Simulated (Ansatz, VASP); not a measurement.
One calculation of ZnSe, two programs

Contents of POSCAR:

```
ZnSe
1.0
    0.0000000000      2.8604703093      2.8604703093
    2.8604703093      0.0000000000      2.8604703093
    2.8604703093      2.8604703093      0.0000000000
Zn Se
1 1
Direct
    0.0000000000      0.0000000000      0.0000000000
    0.2500000000      0.2500000000      0.2500000000
```

The input INCAR.step1:

```
ALGO = Normal
EDIFF = 1E-5
ENCUT = 550
GGA = PE
GGA_COMPAT = F
ISMEAR = 0
LASPH = T
LCHARG = F
LREAL = F
LWAVE = T
NBANDS = 16
NELM = 120
PREC = Accurate
SIGMA = 0.01
```

The input INCAR.step2:

```
ALGO = Normal
EDIFF = 1E-6
ENCUT = 550
GGA_COMPAT = F
ISIF = 2
ISMEAR = 0
ISTART = 1
LASPH = T
LCHARG = T
LELF = T
LMIXTAU = T
LREAL = F
LVHAR = T
LWAVE = F
METAGGA = R2SCAN
NBANDS = 16
NELM = 120
PREC = Accurate
SIGMA = 0.01
```

Contents of KPOINTS:

```
k-points
0
Gamma
  6 6 6
```

Input for Ansatz:

```yaml
crystal:
  lattice:
    - [0.0, 2.8604703093, 2.8604703093]
    - [2.8604703093, 0.0, 2.8604703093]
    - [2.8604703093, 2.8604703093, 0.0]
  atoms:
    - { symbol: Zn, position: [0.0, 0.0, 0.0] }
    - { symbol: Se, position: [0.25, 0.25, 0.25] }
kpoints:
  mp_grid: { grid: [6, 6, 6] }
hamiltonian:
  xc: r2scan
scf:
  occupations: { method: fixed }
  n_extra_bands: 4
output:
  forces: true
  stress: true
  eigenvalues: true
```

Alike in both runs: task single point; functional r2SCAN; k mesh 6 × 6 × 6; no spin polarisation.

|  | VASP | Ansatz |
| --- | --- | --- |
| version | VASP 6.6.1 | Ansatz 0.2.0 |
| potentials or method | VASP PAW PBE potentials, release 64 (Zn, Se) | plane waves, PAW |
| plane-wave cutoff (eV) | 550 | 500 |
| occupations | gaussian, width 0.01 eV | fixed |
| valence electrons in the cell | 18 | 28 |

VASP gave:

```
gap on the k mesh at the Fermi level (eV) : 1.74
pressure (GPa)                            : -1.7
```

Estimate Ansatz's values.

gap on the k mesh at the Fermi level (eV): 1.74; pressure (GPa): -1.8.

VASP's potentials were made for PBE, not for r2SCAN. VASP's potentials hold 18 valence electrons a cell and Ansatz's 28, so a difference there can come from the potentials and not from the codes.
